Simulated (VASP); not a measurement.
# WSe2 (P-6m2) in VASP: single point with PBE+D3(BJ)

Aim: the single point of WSe2 with PBE+D3(BJ).

Everything below comes from runs of VASP 6.6.1. Logs are shortened: lines on timing, memory, paths and dates and some standing lists are left out, and cuts for length are marked.

### Step 1. The cell of the first run

Symmetry: P-6m2, No. 187, hexagonal system. Conventional cell: a = 3.279 Å, b = 3.279 Å, c = 7.006 Å, α = 90.00°, β = 90.00°, γ = 120.00°. Within 3.3 Å of W (site symmetry -6m2) lie 6 Se at 2.53 Å and 6 W at 3.28 Å. Se (site symmetry 3m) has 3 W at 2.53 Å and 7 Se at 3.28 to 3.37 Å within 3.4 Å.

### Step 2. Single point, PBE+D3(BJ)

The input, INCAR:

```
SYSTEM = WSe2
PREC = Accurate
ENCUT = 520
EDIFF = 1E-6
ISMEAR = 0
SIGMA = 0.01
LREAL = Auto
LASPH = .True.
NELM = 60
ALGO = Normal
ISIF = 2
LWAVE = .False.
LCHARG = .False.
GGA = PE
IVDW = 12
NBANDS = 238
LUSENCCL = .False.
```

The input, KPOINTS:

```
Automatic mesh
0
Gamma
  2 2 2
  0.5 0.5 0.5
```

The input, POSCAR:

```
WSe2
1.0
    1.6395048625      8.5191171635      7.0056146714
    8.1975243127     -2.8397057211     -7.0056146714
   -8.1975243127      2.8397057211     -7.0056146714
W Se
16 32
Direct
    0.3750000000      0.2500000000      0.1250000000
    0.2500000000      0.5000000000      0.7500000000
    0.2500000000      1.0000000000      0.2500000000
    0.5000000000      0.5000000000      0.0000000000
    0.5000000000      1.0000000000      0.5000000000
    0.7500000000      1.0000000000      0.7500000000
    0.0000000000      1.0000000000      0.0000000000
    0.3750000000      0.7500000000      0.6250000000
    0.6250000000      0.7500000000      0.8750000000
    0.6250000000      0.2500000000      0.3750000000
    0.8750000000      0.7500000000      0.1250000000
    0.8750000000      0.2500000000      0.6250000000
    0.1250000000      0.2500000000      0.8750000000
    0.7500000000      0.5000000000      0.2500000000
    0.0000000000      0.5000000000      0.5000000000
    0.1250000000      0.7500000000      0.3750000000
    0.3333333333      0.2130546985      0.8797213652
    0.2083333333      0.4630546985      0.5047213652
    0.2083333333      0.9630546985      0.0047213652
    0.4583333333      0.4630546985      0.7547213652
    0.4583333333      0.9630546985      0.2547213652
    0.7083333333      0.9630546985      0.5047213652
    0.9583333333      0.9630546985      0.7547213652
    0.3333333333      0.7130546985      0.3797213652
    0.5833333333      0.7130546985      0.6297213652
    0.5833333333      0.2130546985      0.1297213652
    0.8333333333      0.7130546985      0.8797213652
    0.8333333333      0.2130546985      0.3797213652
    0.0833333333      0.2130546985      0.6297213652
    0.7083333333      0.4630546985      0.0047213652
    0.9583333333      0.4630546985      0.2547213652
    0.0833333333      0.7130546985      0.1297213652
    0.3333333333      0.9536119682      0.6202786348
    0.2083333333      0.2036119682      0.2452786348
    0.2083333333      0.7036119682      0.7452786348
    0.4583333333      0.2036119682      0.4952786348
    0.4583333333      0.7036119682      0.9952786348
    0.7083333333      0.7036119682      0.2452786348
    0.9583333333      0.7036119682      0.4952786348
    0.3333333333      0.4536119682      0.1202786348
    0.5833333333      0.4536119682      0.3702786348
    0.5833333333      0.9536119682      0.8702786348
    0.8333333333      0.4536119682      0.6202786348
    0.8333333333      0.9536119682      0.1202786348
    0.0833333333      0.9536119682      0.3702786348
    0.7083333333      0.2036119682      0.7452786348
    0.9583333333      0.2036119682      0.9952786348
    0.0833333333      0.4536119682      0.8702786348
```

Potentials or basis: VASP PAW PBE potentials, release 64 (W_sv, Se).

Launch:

```bash
$ cat potpaw_PBE.64/W_sv/POTCAR potpaw_PBE.64/Se/POTCAR > POTCAR
$ mpirun -np 1 vasp_std > vasp.out
```

OUTCAR:

```text
SYSTEM = WSe2
   PREC = Accurate
   ENCUT = 520
   EDIFF = 1E-6
   ISMEAR = 0
   LREAL = Auto
   LASPH = .True.
   NELM = 60
   ISIF = 2
   GGA = PE
   IVDW = 12
 IVDW          = 12

 ion  position               nearest neighbor table
   1  0.375  0.250  0.125-  26 2.53  17 2.53  41 2.53  19 2.53  34 2.53  40 2.53  10 3.28  13 3.28
                             7 3.28  14 3.28   3 3.28   4 3.28
   2  0.250  0.500  0.750-  20 2.53  18 2.53  37 2.53  29 2.53  48 2.53  35 2.53   4 3.28  15 3.28
                            12 3.28   9 3.28  13 3.28   8 3.28
   3  0.250  0.000  0.250-  21 2.53  19 2.53  36 2.53  32 2.53  45 2.53  34 2.53   5 3.28   7 3.28
                            10 3.28  11 3.28   1 3.28  16 3.28
   4  0.500  0.500  0.000-  30 2.53  20 2.53  38 2.53  17 2.53  40 2.53  37 2.53   2 3.28  14 3.28
                            13 3.28  11 3.28   9 3.28   1 3.28
   5  0.500  0.000  0.500-  22 2.53  21 2.53  46 2.53  24 2.53  33 2.53  36 2.53   3 3.28   6 3.28
                            12 3.28  16 3.28   8 3.28  10 3.28
   6  0.750  0.000  0.750-  23 2.53  22 2.53  47 2.53  25 2.53  42 2.53  46 2.53   5 3.28   7 3.28
                             8 3.28  13 3.28  12 3.28   9 3.28
   7  0.000  0.000  0.000-  19 2.53  23 2.53  34 2.53  27 2.53  44 2.53  47 2.53   3 3.28   6 3.28
                             1 3.28   9 3.28  11 3.28  13 3.28
   8  0.375  0.750  0.625-  25 2.53  24 2.53  42 2.53  18 2.53  35 2.53  33 2.53   9 3.28  16 3.28
                            15 3.28   6 3.28   2 3.28   5 3.28
   9  0.625  0.750  0.875-  27 2.53  25 2.53  44 2.53  20 2.53  37 2.53  42 2.53   8 3.28  11 3.28
                             2 3.28   7 3.28   6 3.28   4 3.28
  10  0.625  0.250  0.375-  28 2.53  26 2.53  43 2.53  21 2.53  36 2.53  41 2.53   1 3.28  12 3.28
                             3 3.28  15 3.28  14 3.28   5 3.28
  11  0.875  0.750  0.125-  32 2.53  27 2.53  45 2.53  30 2.53  38 2.53  44 2.53   9 3.28  16 3.28
                             3 3.28   4 3.28  14 3.28   7 3.28
[... 40 lines left out ...]
  47  0.958  0.204  0.995-   6 2.53  13 2.53   7 2.53
  48  0.083  0.454  0.870-  12 2.53   2 2.53  13 2.53

  LATTYP: Found a body centered orthorhombic cell.
 ALAT       =    11.3588228847
 B/A-ratio  =     1.1547005384
 C/A-ratio  =     1.2335106802

  Lattice vectors:

 A1 = (  -8.1975243127,   2.8397057211,   7.0056146714)
 A2 = (   8.1975243127,  -2.8397057211,   7.0056146714)
 A3 = (   1.6395048625,   8.5191171635,  -7.0056146714)

Analysis of symmetry for initial positions (statically):
=====================================================================
 Subroutine PRICEL returns following result:

  LATTYP: Found a hexagonal cell.
 ALAT       =     3.2790097251
 C/A-ratio  =     2.1365031698

  Lattice vectors:

 A1 = (  -1.6395048626,   2.8397057212,   0.0000000000)
 A2 = (   3.2790097251,   0.0000000000,   0.0000000000)
 A3 = (   0.0000000000,   0.0000000000,  -7.0056146714)

  16 primitive cells build up your supercell.

 Routine SETGRP: Setting up the symmetry group for a
 body centered orthorhombic supercell.

 Subroutine GETGRP returns: Found  4 space group operations
 (whereof  4 operations were pure point group operations)
 out of a pool of  8 trial point group operations.

The static configuration has the point symmetry C_2v.

Analysis of symmetry for dynamics (positions and initial velocities):
=====================================================================
 Subroutine PRICEL returns following result:

  LATTYP: Found a hexagonal cell.
 ALAT       =     3.2790097251
 C/A-ratio  =     2.1365031698

  Lattice vectors:

 A1 = (  -1.6395048626,   2.8397057212,   0.0000000000)
 A2 = (   3.2790097251,   0.0000000000,   0.0000000000)
 A3 = (   0.0000000000,   0.0000000000,  -7.0056146714)

  16 primitive cells build up your supercell.

 Routine SETGRP: Setting up the symmetry group for a
 body centered orthorhombic supercell.

 Subroutine GETGRP returns: Found  4 space group operations
 (whereof  4 operations were pure point group operations)
 out of a pool of  8 trial point group operations.

The dynamic configuration has the point symmetry C_2v.

 Subroutine INISYM returns: Found  4 space group operations
 (whereof  4 operations are pure point group operations),
 and found    16 'primitive' translations

----------------------------------------------------------------------------------------

                                     Primitive cell

  volume of cell :      65.2322

  direct lattice vectors                    reciprocal lattice vectors
    -1.639504863  2.839705721  0.000000000    -0.000000000  0.352149166  0.000000000
     3.279009725  0.000000000  0.000000000     0.304970123  0.176074583  0.000000000
     0.000000000  0.000000000 -7.005614671     0.000000000  0.000000000 -0.142742650

  length of vectors
     3.279009725  3.279009725  7.005614671     0.352149166  0.352149166  0.142742650

  position of ions in fractional coordinates (direct lattice)
     0.000000000  0.000000000  0.000000000
     0.666666667  0.333333333  0.759442730
     0.666666666  0.333333333  0.240557270

  ion indices of the primitive-cell ions
   primitive index   ion index
                 1           1
                 2          26
                 3          40

----------------------------------------------------------------------------------------

 KPOINTS: Automatic mesh

Automatic generation of k-mesh.
 Grid dimensions read from file:
 generate k-points for:    2    2    2

 Generating k-lattice:

  Cartesian coordinates                     Fractional coordinates (reciprocal lattice)
     0.019060633  0.055023307  0.000000000     0.500000000  0.000000000  0.000000000
     0.038121265  0.022009323 -0.035685662     0.000000000  0.500000000  0.000000000
    -0.019060633  0.033013984 -0.035685662     0.000000000  0.000000000  0.500000000

  Length of vectors
     0.058231195  0.056666636  0.052217788

  Shift w.r.t. Gamma in fractional coordinates (k-lattice)
     0.500000000  0.500000000  0.500000000

 Subroutine IBZKPT returns following result:
 ===========================================

 Found      4 irreducible k-points:

 Following reciprocal coordinates:
            Coordinates               Weight
  0.250000  0.250000  0.250000      2.000000
 -0.250000  0.250000  0.250000      2.000000
  0.250000 -0.250000  0.250000      2.000000
 -0.250000 -0.250000  0.250000      2.000000
   k-points           NKPTS =      4   k-points in BZ     NKDIM =      4   number of bands    NBANDS=    238
   number of dos      NEDOS =    301   number of ions     NIONS =     48
   total plane-waves  NPLWV = 592704
   dimension x,y,z NGX =    84 NGY =   84 NGZ =   84
   dimension x,y,z NGXF=   168 NGYF=  168 NGZF=  168
   ions per type =              16  32
   NGX,Y,Z   is equivalent  to a cutoff of  12.52, 12.52, 12.52 a.u.
   NGXF,Y,Z  is equivalent  to a cutoff of  25.05, 25.05, 25.05 a.u.
 SYSTEM =  WSe2
   PREC   = accura    normal or accurate (medium, high low for compatibility)
   ISTART =      0    job   : 0-new  1-cont  2-samecut
   ICHARG =      2    charge: 1-file 2-atom 10-const
   ISPIN  =      1    spin polarized calculation?
   LNONCOLLINEAR =      F non collinear calculations
   LSORBIT =      F    spin-orbit coupling
   LASPH  =      T    aspherical Exc in radial PAW
   ENCUT  =  520.0 eV  38.22 Ry    6.18 a.u.  20.73 20.73 20.73*2*pi/ulx,y,z
   NELM   =     60;   NELMIN=  2; NELMDL= -5     # of ELM steps
   EDIFF  = 0.1E-05   stopping-criterion for ELM
   LREAL  =      T    real-space projection
   EDIFFG = 0.1E-04   stopping-criterion for IOM
   NSW    =      0    number of steps for IOM
   IBRION =     -1    ionic relax: 0-MD 1-quasi-New 2-CG
   NFREE  =      0    steps in history (QN), initial steepest desc. (CG)
   ISIF   =      2    stress and relaxation
   ISYM   =      2    0-nonsym 1-usesym 2-fastsym
   POTIM  = 0.5000    time-step for ionic-motion
   TEBEG  =    0.0;   TEEND  =   0.0 temperature during run
   PSTRESS=    0.0 pullay stress
   NELECT =     416.0000    total number of electrons
   NUPDOWN=      -1.0000    fix difference up-down
   EMIN   =  10.00;   EMAX   =-10.00  energy-range for DOS
   EFERMI =   0.00;   METHOD = LEGACY
   ISMEAR =     0;   SIGMA  =   0.01  broadening in eV -4-tet -1-fermi 0-gaus
   EFERMI_NEDOS =   21; number of points for ismear=-14 and -15
   IALGO  =     38    algorithm
   IMIX   =      4    mixing-type and parameters
     AMIX     =   0.40;   BMIX     =  1.00
     AMIX_MAG =   1.60;   BMIX_MAG =  1.00
  volume/ion in A,a.u.               =      21.74       146.74
  Fermi-wavevector in a.u.,A,eV,Ry     =   1.204791  2.276726 19.749159  1.451522
  Thomas-Fermi vector in A             =   2.340506
   LORBIT       =      0    0 simple, 1 ext, 2 COOP (PROOUT), +10 PAW based schemes
   GGA     = PE    functional components
   LHFCALC =     F    Hartree Fock is set to
   AEXX    =    0.0000 exact exchange contribution
   IVDW    =    12    specifies the selected vdW correction
   LEPSILON=     F    determine dielectric tensor
   LRPA    =     F    only Hartree local field effects (RPA)
 non-spin polarized calculation
 Gauss-broadening in eV      SIGMA  =   0.01
  energy-cutoff  :      520.00
  volume of cell :     1043.72
 maximum number of plane-waves:     28106
 NGX is ok and might be reduce to    84
   NGX = 41   NGY = 41   NGZ = 41

 number of electron     415.9999980 magnetization

 Free energy of the ion-electron system (eV)
  ---------------------------------------------------
  ext. energy  EPLUGINS =         0.00000000
  ---------------------------------------------------
  free energy    TOTEN  =      -344.90009833 eV

  energy without entropy =     -344.90009833  energy(sigma->0) =     -344.90009833

 E-fermi :   5.3502     XC(G=0): -10.2253

 val. band max:        5.2382786595   @ k =   0.2500  -0.2500   0.2500
 cond. band min:       6.5566373561   @ k =   0.2500  -0.2500   0.2500
 fundamental gap:      1.3183586966
 Fermi energy:         5.3501894591

 k-point     1 :       0.2500    0.2500    0.2500
  band No.  band energies     occupation
      1     -68.7866      2.00000
      2     -68.7866      2.00000
      3     -68.7866      2.00000
      4     -68.7866      2.00000
      5     -68.7807      2.00000
      6     -68.7807      2.00000
[... 881 lines left out ...]
    219       7.5968      0.00000
    220       7.6178      0.00000
 [bands above 220 left out]

------------------------ aborting loop because EDIFF is reached ----------------------------------------

 Edisp (eV)  -20.73407

 E6    (eV) :   -11.4894

 E8    (eV) :    -9.2447

  FORCE on cell =-STRESS in cart. coord.  units (eV):
  Direction    XX          YY          ZZ          XY          YZ          ZX
  --------------------------------------------------------------------------------------
  -------------------------------------------------------------------------------------
  Total       1.68642     1.60025     2.40809     0.07462    -0.00000     0.00000
  in kB       2.58877     2.45650     3.69659     0.11455    -0.00000     0.00000
  external pressure =        2.91 kB  Pullay stress =        0.00 kB

 VOLUME and BASIS-vectors are now :
 -----------------------------------------------------------------------------
  energy-cutoff  :      520.00
  volume of cell :     1043.72
      direct lattice vectors                 reciprocal lattice vectors
     1.639504862  8.519117164  7.005614671     0.038121265  0.110046614  0.000000000
     8.197524313 -2.839705721 -7.005614671     0.076242531  0.044018646 -0.071371325
    -8.197524313  2.839705721 -7.005614671    -0.038121265  0.066027969 -0.071371325

 POSITION                                       TOTAL-FORCE (eV/Angst)
 -----------------------------------------------------------------------------------
      1.63950      2.83971      0.00000        -0.000346     -0.000200      0.000000
     -1.63950      2.83971     -7.00561        -0.000346     -0.000200      0.000000
     -1.63950      2.83971      0.00000        -0.000346     -0.000200      0.000000
      4.91851      2.83971      0.00000        -0.000346     -0.000200      0.000000
     -3.27901      5.67941      0.00000        -0.000346     -0.000200      0.000000
     -4.91851      8.51912      0.00000        -0.000346     -0.000200      0.000000
[... 40 lines left out ...]
     -4.91851     10.41225     -1.68525         0.000173      0.000100     -0.037300
     -3.27901      1.89314     -8.69087         0.000173      0.000100     -0.037300
 -----------------------------------------------------------------------------------
    total drift:                                0.004433      0.002545      0.000017

  FREE ENERGIE OF THE ION-ELECTRON SYSTEM (eV)
  ---------------------------------------------------
  free  energy   TOTEN  =      -365.6341714286 eV

  energy  without entropy=     -365.6341714286  energy(sigma->0) =     -365.63417143
```

It took 4.4 min on 1 × NVIDIA H100 80GB with 1 thread of Intel Xeon Platinum 8481C at 2.70GHz (Sapphire Rapids), shared host; peak memory 2.1 GiB.

Results:

- Free energy: -365.6342 eV
- Pressure: 0.3 GPa
- Largest force: 0.037 eV/Å
- Band gap on the k mesh: 1.32 eV
- Dispersion energy per atom: -0.432 eV

Forces on the atoms (eV/Å):
```
W    0.000  0.000  0.000
W    0.000  0.000  0.000
W    0.000  0.000  0.000
W    0.000  0.000  0.000
W    0.000  0.000  0.000
W    0.000  0.000  0.000
W    0.000  0.000  0.000
W    0.000  0.000  0.000
W    0.000  0.000  0.000
W    0.000  0.000  0.000
W    0.000  0.000  0.000
W    0.000  0.000  0.000
W    0.000  0.000  0.000
W    0.000  0.000  0.000
W    0.000  0.000  0.000
W    0.000  0.000  0.000
Se   0.000  0.000  0.037
Se   0.000  0.000  0.037
Se   0.000  0.000  0.037
Se   0.000  0.000  0.037
Se   0.000  0.000  0.037
Se   0.000  0.000  0.037
Se   0.000  0.000  0.037
Se   0.000  0.000  0.037
Se   0.000  0.000  0.037
Se   0.000  0.000  0.037
Se   0.000  0.000  0.037
Se   0.000  0.000  0.037
Se   0.000  0.000  0.037
Se   0.000  0.000  0.037
Se   0.000  0.000  0.037
Se   0.000  0.000  0.037
Se   0.000  0.000 -0.037
Se   0.000  0.000 -0.037
Se   0.000  0.000 -0.037
Se   0.000  0.000 -0.037
Se   0.000  0.000 -0.037
Se   0.000  0.000 -0.037
Se   0.000  0.000 -0.037
Se   0.000  0.000 -0.037
Se   0.000  0.000 -0.037
Se   0.000  0.000 -0.037
Se   0.000  0.000 -0.037
Se   0.000  0.000 -0.037
Se   0.000  0.000 -0.037
Se   0.000  0.000 -0.037
Se   0.000  0.000 -0.037
Se   0.000  0.000 -0.037
```

Levels at points of the mesh, in eV from the valence-band top:
```tsv
k point	band 205	band 206	band 207	band 208	band 209	band 210	band 211	band 212
(0.25, 0.25, 0.25)	-0.35	-0.35	-0.35	-0.35	1.97	1.97	1.97	1.97
```

Caveat: spin-orbit coupling is left out, which moves the levels of the heavy elements; a shifted mesh leaves out Γ, where band edges can lie.
